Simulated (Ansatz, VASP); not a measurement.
## ZnSe in VASP and in Ansatz

The input INCAR:

```
SYSTEM = ZnSe
  ALGO = Normal
  EDIFF = 1E-6
  EDIFFG = -0.005
  ENCUT = 600
  GGA = PS
  IBRION = 2
  ISIF = 3
  ISMEAR = -1
  LASPH = .True.
  LCHARG = .False.
  LREAL = .False.
  LWAVE = .False.
  NELM = 80
  NSW = 60
  PREC = Accurate
  SIGMA = 0.05
```

Contents of KPOINTS:

```
k-points
0
Gamma
  15 15 15
  0 0 0
```

Contents of POSCAR:

```
ZnSe
1.0
    0.0000000000      2.4940015978      2.4940015978
    2.4940015978      0.0000000000      2.4940015978
    2.4940015978      2.4940015978      0.0000000000
Zn Se
1 1
Direct
    0.0000000000      0.0000000000      0.0000000000
    0.5000000000      0.5000000000      0.5000000000
```

Input for Ansatz:

```yaml
crystal:
  lattice:
    - [0.0, 2.4940015978, 2.4940015978]
    - [2.4940015978, 0.0, 2.4940015978]
    - [2.4940015978, 2.4940015978, 0.0]
  atoms:
    - { symbol: Zn, position: [0.0, 0.0, 0.0] }
    - { symbol: Se, position: [0.5, 0.5, 0.5] }
kpoints:
  mp_grid: { grid: [15, 15, 15] }
scf:
  occupations: { method: fermi_dirac, width: 0.05 }
hamiltonian:
  xc: pbesol
  pseudopotentials: { kind: paw }
output:
  forces: true
  stress: true
relax:
  f_tol: 0.005
  max_steps: 40
  cell: {}
```

Alike in both runs: task relaxation of cell and atoms; functional PBEsol; k mesh 15 × 15 × 15; occupations fermi-dirac, width 0.05 eV; no spin polarisation.

```csv
,VASP,Ansatz
version,VASP 6.6.1,Ansatz 0.2.0
potentials or method,"VASP PAW PBE potentials, release 64 (Zn, Se)","PAW with Ansatz's default frozen-core files, scalar-relativistic"
plane-wave cutoff (eV),600,420
valence electrons in the cell,18,28
```

```csv
,VASP,Ansatz,Ansatz less VASP
relaxed volume (Å³/atom),18.37,18.30,-0.068
relaxed cell length with the largest relative difference (Å),3.731,3.727,-0.0046
```

VASP's potentials were made for PBE, not for PBEsol. VASP's potentials hold 18 valence electrons a cell and Ansatz's 28, so a difference there can come from the potentials and not from the codes.

Noted on VASP's run: the volume moved by over 15 % at a fixed basis, so the end points are rough.
